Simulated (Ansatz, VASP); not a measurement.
**One calculation of NiO, two programs**

Contents of POSCAR:

```
NiO
1.0
    2.1330558427      2.1330558427      0.0000000000
   -2.1330558427      2.1330558427      0.0000000000
    0.0000000000      0.0000000000      3.9372811744
Ni O
2 2
Direct
    0.0000000000      0.0000000000      0.0000000000
    0.5000000000      0.5000000000      0.5000000000
    0.5000000000      0.5000000000      0.0000000000
    0.0000000000      0.0000000000      0.5000000000
```

The input INCAR.step1:

```
PREC = Accurate ; ENCUT = 520
ISMEAR = 0 ; SIGMA = 0.02
LREAL = F ; LASPH = T
NELM = 150 ; ISPIN = 2
MAGMOM = 1.8 1.8 0.31 0.31 ; LMAXMIX = 4
NBANDS = 28 ; GGA = PE
ALGO = Normal ; EDIFF = 1E-4
LWAVE = T ; LCHARG = F
```

INCAR.step2

```
PREC = Accurate ; ENCUT = 520
EDIFF = 1E-7 ; ISMEAR = 0
SIGMA = 0.02 ; LREAL = F
LASPH = T ; NELM = 150
ALGO = Normal ; ISIF = 2
LWAVE = F ; LCHARG = T
ISPIN = 2 ; MAGMOM = 1.8 1.8 0.31 0.31
LORBIT = 11 ; LMAXMIX = 4
METAGGA = R2SCAN ; LMIXTAU = T
LELF = T ; LVHAR = T
NBANDS = 28 ; ISTART = 1
```

KPOINTS

```
regular mesh
0
Gamma
  10 10 8
```

Input for Ansatz:

```yaml
crystal:
  lattice:
    - [2.1330558427, 2.1330558427, 0.0]
    - [-2.1330558427, 2.1330558427, 0.0]
    - [0.0, 0.0, 3.9372811744]
  atoms:
    - { symbol: Ni, position: [0.0, 0.0, 0.0], spin: 1.8 }
    - { symbol: Ni, position: [0.5, 0.5, 0.5], spin: 1.8 }
    - { symbol: O, position: [0.5, 0.5, 0.0], spin: 0.31 }
    - { symbol: O, position: [0.0, 0.0, 0.5], spin: 0.31 }
basis:
  ecutwfc: 500
kpoints:
  mp_grid: { grid: [10, 10, 8] }
  band_path: { path: [VBM, CBM], npoints: 2 }
hamiltonian:
  xc: r2scan
scf:
  occupations: { method: gaussian, width: 0.02 }
output:
  forces: true
  stress: true
  eigenvalues: true
  populations: true
magnetization:
  spin_polarized: true
checkpoint:
  read: start.run
  write: ck
  compress: false
  write_wavefunctions: false
  write_every: 100000
```

Alike in both runs: task single point; functional r2SCAN; k mesh 10 × 10 × 8; occupations gaussian, width 0.02 eV; collinear spin.

|  | VASP | Ansatz |
| --- | --- | --- |
| version | VASP 6.6.1 | Ansatz 0.2.0 |
| potentials or method | VASP PAW PBE potentials, release 64 (Ni, O), cutoff 520 eV | scalar-relativistic, plane waves, PAW |
| valence electrons in the cell | 32 | 48 |

Ansatz gave:

| Property | Result |
| --- | --- |
| gap on the k mesh at the Fermi level (eV) | 0.26 |
| least direct gap on the mesh (eV) | 1.33 |
| pressure (GPa) | 8.7 |
| traceless stress, the component that is largest in VASP (GPa) | 17.47 |
| net moment per atom (μB) | 1.00 |
| size of the moment on the site where the two differ most (μB) | 1.64 |

Problem. What did VASP give for the same quantities?

Solution. gap on the k mesh at the Fermi level (eV): 0.18; least direct gap on the mesh (eV): 1.26; pressure (GPa): 8.8; traceless stress, the component that is largest in VASP (GPa): 17.51; net moment per atom (μB): 1.00; size of the moment on the site where the two differ most (μB): 1.69.

VASP's potentials were made for PBE, not for r2SCAN. Site moments also hang on the region over which each program counts them. With one functional, cell and mesh, what is left measures potentials, basis and numerics. VASP's potentials hold 32 valence electrons a cell and Ansatz's 48, so a difference there can come from the potentials and not from the codes. Ansatz's warnings: stability check not made.
